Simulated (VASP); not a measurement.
# HfBF (P4_2/mmc) in VASP: notebook, part 2 of 2

VASP 6.6.1. The steps go on from the part before.

## (3) Single point, PBE

This run uses another cell than the first one, of 14.62 Å³/atom.

The input, INCAR:

```
  PREC = Accurate
  ENCUT = 520
  EDIFF = 1E-6
  ISMEAR = 0
  SIGMA = 0.1
  LREAL = F
  LASPH = T
  NELM = 60
  ALGO = Fast
  ISIF = 2
  LWAVE = F
  LCHARG = F
  GGA = PE
  NBANDS = 29
```

The input, KPOINTS:

```
Automatic mesh
0
Gamma
  6 6 4
```

The input, POSCAR:

```
HfBF
1.0
    3.7810696436      0.0000000000      0.0000000000
    0.0000000000      3.7810696436      0.0000000000
    0.0000000000      0.0000000000      6.1364715524
Hf B F
2 2 2
Direct
    0.0000000000      0.0000000000      0.7500000000
    0.0000000000      0.0000000000      0.2500000000
    0.5000000000      0.0000000000      0.5000000000
    0.0000000000      0.5000000000      0.0000000000
    0.5000000000      0.5000000000      0.0000000000
    0.5000000000      0.5000000000      0.5000000000
```

Potentials or basis: VASP PAW PBE potentials, release 64 (Hf_pv, B, F).

On the command line:

```sh
$ cat potpaw_PBE.64/Hf_pv/POTCAR potpaw_PBE.64/B/POTCAR potpaw_PBE.64/F/POTCAR > POTCAR
$ mpirun -np 1 vasp_std > vasp.out
```

Wall time 40 s (1 thread of Oxide Virtual Turin-like, shared host); peak memory 0.19 GiB.

It converged, with:

- Free energy: -38.4256 eV
- Pressure: -0.4 GPa
- Band gap on the k mesh: zero (bands 20 and 21 overlap by 0.72 eV)

Stress tensor (GPa, compression positive):
```
-0.35  0.00  0.00
 0.00 -0.35  0.00
 0.00  0.00 -0.65
```

Levels at points of the mesh, in eV from the Fermi level:
```tsv
k point	band 18	band 19	band 20	band 21	band 22	band 23
(0.00, 0.00, 0.00)	-1.15	-0.72	-0.72	-0.66	0.59	2.79
(0.50, 0.00, 0.00)	-1.51	-1.29	-0.05	0.66	1.57	2.40
(0.50, 0.50, 0.00)	-0.25	-0.19	-0.13	-0.13	2.20	2.20
(0.00, 0.00, 0.50)	-1.76	-0.40	-0.40	0.64	0.64	2.32
(0.50, 0.00, 0.50)	-1.22	-1.15	-0.21	0.75	0.80	2.11
(0.50, 0.50, 0.50)	-1.26	-0.28	-0.28	0.82	0.82	2.11
```

Caveat: spin-orbit coupling is left out, which moves the levels of the heavy elements.

## (4) Single point, PBE

This run uses another cell than the first one, of 14.60 Å³/atom.

The input, INCAR:

```
SYSTEM = HfBF
PREC = Accurate
ENCUT = 520
EDIFF = 1E-6
ISMEAR = 0
SIGMA = 0.1
LREAL = .False.
LASPH = .True.
NELM = 80
ALGO = Fast
ISIF = 2
LWAVE = .False.
LCHARG = .False.
GGA = PE
NBANDS = 29
```

The input, KPOINTS:

```
Automatic mesh
0
Gamma
  10 10 6
  0 0 0
```

Edit POSCAR of step 3 so:

```diff
@@ -2,5 +2,5 @@
 1.0
-    3.7810696436      0.0000000000      0.0000000000
-    0.0000000000      3.7810696436      0.0000000000
-    0.0000000000      0.0000000000      6.1364715524
+    3.7819102427      0.0000000000      0.0000000000
+    0.0000000000      3.7819102427      0.0000000000
+    0.0000000000      0.0000000000      6.1229967792
 Hf B F
```

On the command line:

```sh
$ cat potpaw_PBE.64/Hf_pv/POTCAR potpaw_PBE.64/B/POTCAR potpaw_PBE.64/F/POTCAR > POTCAR
$ mpirun -np 1 vasp_std > vasp.out
```

It took 92 s on 1 thread of Oxide Virtual Turin-like, shared host; peak memory 0.29 GiB.

Results (log left out):

```
Free energy            : -38.4324 eV
Pressure               : -0.5 GPa
Band gap on the k mesh : zero (bands 20 and 21 overlap by 0.77 eV)
```

Stress tensor (GPa, compression positive):
```
-0.43  0.00  0.00
 0.00 -0.43  0.00
 0.00  0.00 -0.62
```

Levels at points of the mesh, in eV from the Fermi level:
```tsv
k point	band 18	band 19	band 20	band 21	band 22	band 23
(0.00, 0.00, 0.00)	-1.22	-0.79	-0.79	-0.71	0.54	2.73
(0.50, 0.00, 0.00)	-1.58	-1.36	-0.12	0.60	1.52	2.35
(0.50, 0.50, 0.00)	-0.31	-0.25	-0.20	-0.20	2.14	2.14
(0.00, 0.00, 0.50)	-1.83	-0.47	-0.47	0.60	0.60	2.28
(0.50, 0.00, 0.50)	-1.27	-1.22	-0.26	0.71	0.73	2.07
(0.50, 0.50, 0.50)	-1.33	-0.34	-0.34	0.75	0.75	2.05
```

Caveat: spin-orbit coupling is left out, which moves the levels of the heavy elements.

## (5) Relaxation of cell and atoms, PBE

The input, INCAR:

```
SYSTEM = HfBF
  PREC = Accurate
  ENCUT = 600
  EDIFF = 1E-7
  ISMEAR = 0
  SIGMA = 0.1
  LREAL = .FALSE.
  LASPH = .TRUE.
  NELM = 60
  ALGO = Normal
  ISIF = 3
  LWAVE = .FALSE.
  LCHARG = .FALSE.
  GGA = PE
  IBRION = 2
  NSW = 90
  EDIFFG = -0.04
```

The input, KPOINTS:

```
Automatic mesh
0
G
  6 6 4
  0 0 0
```

Edit POSCAR of step 4 so:

```diff
@@ -2,5 +2,5 @@
 1.0
-    3.7819102427      0.0000000000      0.0000000000
-    0.0000000000      3.7819102427      0.0000000000
-    0.0000000000      0.0000000000      6.1229967792
+    3.3547185900      0.0000000000      0.0000000000
+    0.0000000000      3.3547185900      0.0000000000
+    0.0000000000      0.0000000000      6.4141341700
 Hf B F
```

On the command line:

```sh
$ cat potpaw_PBE.64/Hf_pv/POTCAR potpaw_PBE.64/B/POTCAR potpaw_PBE.64/F/POTCAR > POTCAR
$ mpirun -np 1 vasp_std > vasp.out
```

It took 3.1 min on 1 thread of Oxide Virtual Turin-like, shared host; peak memory 0.21 GiB.

Results (log left out):

| Property | Result |
| --- | --- |
| Free energy | -38.4080 eV |
| Relaxed volume | 14.54 Å³/atom |
| Relaxed cell | a = 3.774 Å, b = 3.774 Å, c = 6.125 Å, α = 90.00°, β = 90.00°, γ = 90.00° |
| Space group after relaxing (to 0.1 Å) | P4_2/mmc (No. 131) |
| Energy gained by relaxing | 325.4 meV/atom |
| Ionic steps | 8 |
| Pressure after relaxing | 0.0 GPa |
| Band gap on the k mesh | zero (bands 20 and 21 overlap by 0.73 eV) |

Step by step:
```tsv
step	energy change (eV)	largest force (eV/Å)	pressure (GPa)	volume (Å³)
1	0.0000	0.0000	28.85	72.19
2	-1.4516	0.0000	-9.71	97.02
3	-1.6247	0.0000	-2.98	89.74
4	-1.9334	0.0000	-1.73	88.65
5	-1.9472	0.0000	-1.41	88.38
6	-1.9481	0.0000	-1.32	88.30
7	-1.9518	0.0000	0.58	86.79
8	-1.9526	0.0000	0.00	87.23
```

Final structure:
```
Hf B F
1.0
     3.77403    0.00000    0.00000
     0.00000    3.77403    0.00000
     0.00000    0.00000    6.12461
Hf B F
2 2 2
Cartesian
  0.0000 3.7740 4.5935
  0.0000 0.0000 1.5312
  1.8870 0.0000 3.0623
  0.0000 1.8870 6.1246
  1.8870 1.8870 6.1246
  1.8870 1.8870 3.0623
```

Levels at points of the mesh, in eV from the Fermi level:
| k point | band 17 | band 18 | band 19 | band 20 | band 21 | band 22 | band 23 | band 24 |
| --- | --- | --- | --- | --- | --- | --- | --- | --- |
| (0.00, 0.00, 0.00) | -1.39 | -1.15 | -0.72 | -0.72 | -0.67 | 0.59 | 2.80 | 3.56 |
| (0.50, 0.00, 0.00) | -2.34 | -1.52 | -1.29 | -0.05 | 0.67 | 1.59 | 2.41 | 2.48 |
| (0.50, 0.50, 0.00) | -1.38 | -0.25 | -0.18 | -0.13 | -0.13 | 2.21 | 2.21 | 2.33 |
| (0.00, 0.00, 0.50) | -1.77 | -1.77 | -0.40 | -0.40 | 0.65 | 0.65 | 2.34 | 2.34 |
| (0.50, 0.00, 0.50) | -2.05 | -1.22 | -1.16 | -0.21 | 0.75 | 0.81 | 2.12 | 2.43 |
| (0.50, 0.50, 0.50) | -1.25 | -1.25 | -0.28 | -0.28 | 0.82 | 0.82 | 2.13 | 2.13 |

Caveat: the volume moved by over 15 % at a fixed basis, so the end points are rough; spin-orbit coupling is left out, which moves the levels of the heavy elements.

## (6) Relaxation of cell and atoms, PBE

This run uses another cell than the first one, of 14.62 Å³/atom.

The input, INCAR:

```
SYSTEM = HfBF
PREC     = Accurate       ! precision mode
ENCUT    = 600            ! plane-wave cutoff, eV
EDIFF    = 1E-6           ! SCF threshold, eV
ISMEAR   = 0              ! smearing method
SIGMA    = 0.1            ! smearing width, eV
LREAL    = .False.        ! projectors in reciprocal space
LASPH    = .True.         ! aspherical terms in the spheres
NELM     = 100            ! most SCF steps
ALGO     = Fast           ! electronic algorithm
ISIF     = 3              ! what is computed and relaxed
LWAVE    = .False.        ! write WAVECAR
LCHARG   = .False.        ! write CHGCAR
GGA      = PE             ! functional
IBRION   = 2              ! ionic algorithm
NSW      = 100            ! ionic steps
EDIFFG   = -0.01          ! ionic threshold
```

The input, KPOINTS:

```
Automatic mesh
0
Gamma
  10 10 6
  0 0 0
```

Edit POSCAR of step 5 so:

```diff
@@ -2,5 +2,5 @@
 1.0
-    3.3547185900      0.0000000000      0.0000000000
-    0.0000000000      3.3547185900      0.0000000000
-    0.0000000000      0.0000000000      6.4141341700
+    3.7810696436      0.0000000000      0.0000000000
+    0.0000000000      3.7810696436      0.0000000000
+    0.0000000000      0.0000000000      6.1364715524
 Hf B F
```

Potentials or basis: VASP PAW PBE potentials, release 64 (Hf_pv, B, F).

On the command line:

```sh
$ cat potpaw_PBE.64/Hf_pv/POTCAR potpaw_PBE.64/B/POTCAR potpaw_PBE.64/F/POTCAR > POTCAR
$ mpirun -np 1 vasp_std > vasp.out
```

Run time: 4.5 min. Hardware: 1 thread of Oxide Virtual Turin-like, shared host; peak memory 0.33 GiB.

It converged, with:

* Free energy: -38.4385 eV
* Relaxed volume: 14.52 Å³/atom
* Relaxed cell: a = 3.776 Å, b = 3.776 Å, c = 6.110 Å, α = 90.00°, β = 90.00°, γ = 90.00°
* Space group after relaxing (to 0.1 Å): P4_2/mmc (No. 131)
* Energy gained by relaxing: 0.3 meV/atom
* Ionic steps: 4
* Pressure after relaxing: 0.0 GPa
* Band gap on the k mesh: zero (bands 20 and 21 overlap by 0.79 eV)

Stress tensor (GPa, compression positive):
```
 0.06  0.00  0.00
 0.00  0.06  0.00
 0.00  0.00 -0.02
```

The path:
| step | energy change (eV) | largest force (eV/Å) | pressure (GPa) | volume (Å³) |
| --- | --- | --- | --- | --- |
| 1 | 0.0000 | 0.0000 | -0.70 | 87.73 |
| 2 | -0.0014 | 0.0000 | 0.27 | 86.93 |
| 3 | -0.0016 | 0.0000 | 0.04 | 87.11 |
| 4 | -0.0016 | 0.0000 | 0.04 | 87.14 |

Final structure:
```
CELL_PARAMETERS angstrom
3.77636 0.00000 0.00000
0.00000 3.77636 0.00000
0.00000 0.00000 6.11030
ATOMIC_POSITIONS crystal
Hf 0.00000 0.00000 0.75000
Hf 0.00000 0.00000 0.25000
B 0.50000 0.00000 0.50000
B 0.00000 0.50000 0.00000
F 0.50000 0.50000 0.00000
F 0.50000 0.50000 0.50000
```

Levels at points of the mesh, in eV from the Fermi level:
```csv
k point,band 17,band 18,band 19,band 20,band 21,band 22,band 23,band 24
"(0.00, 0.00, 0.00)",-1.46,-1.22,-0.79,-0.79,-0.72,0.55,2.74,4.00
"(0.50, 0.00, 0.00)",-2.41,-1.59,-1.36,-0.12,0.61,1.53,2.36,2.42
"(0.50, 0.50, 0.00)",-1.46,-0.32,-0.24,-0.19,-0.19,2.15,2.15,2.28
"(0.00, 0.00, 0.50)",-1.84,-1.84,-0.47,-0.47,0.61,0.61,2.29,2.29
"(0.50, 0.00, 0.50)",-2.12,-1.27,-1.22,-0.27,0.72,0.74,2.07,2.37
"(0.50, 0.50, 0.50)",-1.33,-1.33,-0.34,-0.34,0.76,0.76,2.06,2.06
```

Caveat: spin-orbit coupling is left out, which moves the levels of the heavy elements.

## (7) The runs side by side

```csv
task,cell,k mesh,cutoff (eV),gap on the mesh (eV),pressure (GPa),relaxed volume (Å³/atom)
single point,"a = 3.355, b = 3.355, c = 6.414 Å, 6 atoms",6 × 6 × 4,520,none,28.9,-
single point,"a = 3.781, b = 3.781, c = 6.136 Å, 6 atoms",6 × 6 × 4,520,none,-0.4,-
single point,"a = 3.782, b = 3.782, c = 6.123 Å, 6 atoms",10 × 10 × 6,520,none,-0.5,-
relaxation of cell and atoms,"relaxed from a = 3.355, b = 3.355, c = 6.414 Å, 6 atoms",6 × 6 × 4,600,none,0.0,14.54
relaxation of cell and atoms,"relaxed from a = 3.781, b = 3.781, c = 6.136 Å, 6 atoms",10 × 10 × 6,600,none,0.0,14.52
```

Alike in all rows: level PBE; potentials or basis VASP PAW PBE potentials, release 64 (Hf_pv, B, F); no spin polarisation; smearing gaussian 0.1 eV.

Caveats: spin-orbit coupling is left out, which moves the levels of the heavy elements; the stress differs along the axes, from 11 to 38 GPa (at least some runs); the volume moved by over 15 % at a fixed basis, so the end points are rough (at least some runs).

Total energies depend on the potentials used, so only differences within one code and one set of settings carry meaning.
